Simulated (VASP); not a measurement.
Wanted: the native input for a VASP 6.6.1 run.

```
Task                   : single point
Functional             : PBE
Potentials or basis    : VASP PAW PBE potentials, release 64 (Na_pv, Cl)
Cutoff                 : 520 eV
k mesh                 : 6 × 6 × 4
Occupations            : gaussian, width 0.1 eV
Spin                   : no spin polarisation
Dipole correction      : no
Further INCAR settings : ALGO = Normal; EDIFF = 1e-06; NBANDS = 14
```

The structure of NaCl lies in POSCAR:

```
NaCl
1.0
    1.7362578600     -2.5746435900      0.0000000000
    1.7362578600      2.5746435900      0.0000000000
    0.0000000000      0.0000000000      4.9587352000
Na Cl
1 1
Direct
    0.5000000000      0.5000000000      0.5000000000
    0.0000000000      0.0000000000      0.0000000000
```

These files were run (other wordings do the same):

INCAR

```
SYSTEM = NaCl
ALGO     = Normal         ! electronic algorithm
EDIFF    = 1E-6           ! SCF threshold, eV
ENCUT    = 520            ! plane-wave cutoff, eV
GGA      = PE             ! functional
ISIF     = 2              ! what is computed and relaxed
ISMEAR   = 0              ! smearing method
LASPH    = .TRUE.         ! aspherical terms in the spheres
LCHARG   = .FALSE.        ! write CHGCAR
LREAL    = .FALSE.        ! projectors in reciprocal space
LWAVE    = .FALSE.        ! write WAVECAR
NBANDS   = 14             ! bands
NELM     = 80             ! most SCF steps
PREC     = Accurate       ! precision mode
SIGMA    = 0.1            ! smearing width, eV
```

KPOINTS

```
k-points
0
G
  6 6 4
  0 0 0
```

Potentials or basis: VASP PAW PBE potentials, release 64 (Na_pv, Cl).

The run is started by

```sh
$ cat potpaw_PBE.64/Na_pv/POTCAR potpaw_PBE.64/Cl/POTCAR > POTCAR
$ mpirun -np 1 vasp_std > vasp.out
```

It gave:

```json
{
  "Pressure": "2.4 GPa",
  "Band gap on the k mesh": "zero (band 7 reaches 2.48 eV, above the bottom of band 8 at 2.46 eV)"
}
```

Caveat: the k points lie up to 0.36 Å⁻¹ apart.

It took 16 s on 1 thread of Intel Xeon 6975P-C, on a shared host, peak memory 0.16 GiB.
